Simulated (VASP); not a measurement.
Write the native input for VASP 6.6.1 that does the following.

```
Task                               : single point
Functional                         : PBE-based screened hybrid with 15 % exact exchange
Potentials or basis                : VASP PAW PBE potentials, release 64 (N)
Cutoff                             : 520 eV
k mesh                             : 6 × 6 × 2
Occupations                        : gaussian, width 0.01 eV
Spin                               : no spin polarisation
Dipole correction                  : no
Grid for exact exchange (PRECFOCK) : Normal
Share of exact exchange            : 0.15
Further INCAR settings             : ALGO = Normal; EDIFF = 1e-06; NBANDS = 18
Screening parameter                : 0.2078 1/Å
```

N:

```
N
1.0
     3.57926    0.00000    0.00000
    -1.78963    3.09973    0.00000
     0.00000    0.00000    7.64099
N
4
Cartesian
  0.0000 2.0665 2.4572
  0.0000 2.0665 1.3633
  1.7896 1.0332 6.2777
  1.7896 1.0332 5.1838
```

These files were run (other wordings do the same):

POSCAR

```
N
1.0
    3.5792593765      0.0000000000      0.0000000000
   -1.7896296883      3.0997295467      0.0000000000
    0.0000000000      0.0000000000      7.6409886428
N
4
Direct
    0.3333333333      0.6666666667      0.3215760740
    0.3333333333      0.6666666667      0.1784239260
    0.6666666667      0.3333333333      0.8215760740
    0.6666666667      0.3333333333      0.6784239260
```

INCAR.step1

```
ALGO = Normal
EDIFF = 1E-5
ENCUT = 520
GGA = PE
GGA_COMPAT = False
ISIF = 2
ISMEAR = 0
LASPH = True
LCHARG = False
LREAL = False
LWAVE = True
NBANDS = 18
NELM = 120
PREC = Accurate
SIGMA = 0.01
```

INCAR.step2

```
AEXX = 0.15
ALGO = Normal
EDIFF = 1E-6
ENCUT = 520
GGA = PE
GGA_COMPAT = False
HFSCREEN = 0.2078
ISIF = 2
ISMEAR = 0
ISTART = 1
LASPH = True
LCHARG = False
LHFCALC = True
LREAL = False
LWAVE = False
NBANDS = 18
NELM = 120
PREC = Accurate
PRECFOCK = Normal
SIGMA = 0.01
```

KPOINTS

```
k-points
0
Gamma
  6 6 2
```

Potentials or basis: VASP PAW PBE potentials, release 64 (N).

Run with:

```bash
$ cat potpaw_PBE.64/N/POTCAR > POTCAR
$ cp INCAR.step1 INCAR
$ mpirun -np 1 vasp_std > vasp.out
$ cp INCAR.step2 INCAR
$ mpirun -np 1 vasp_std > vasp.out
```

It gave:

- Pressure: 3.5 GPa
- Largest force: 2.141 eV/Å
- Band gap on the k mesh: 8.40 eV (least direct gap 8.45 eV)

Caveat: the standard files for N, O and F lose accuracy on very short bonds; the stress differs along the axes, from 1 to 9 GPa; this functional lacks dispersion, which holds the molecules together, so the pressure and a relaxed volume are unreliable; the PAW data sets were made with another functional, which shifts forces and pressure a little.

Wall time 17 min on 1 thread of Intel(R) Xeon(R) Platinum 8259CL CPU @ 2.50GHz (Skylake/Cascade Lake) (shared host), peak memory 0.31 GiB.
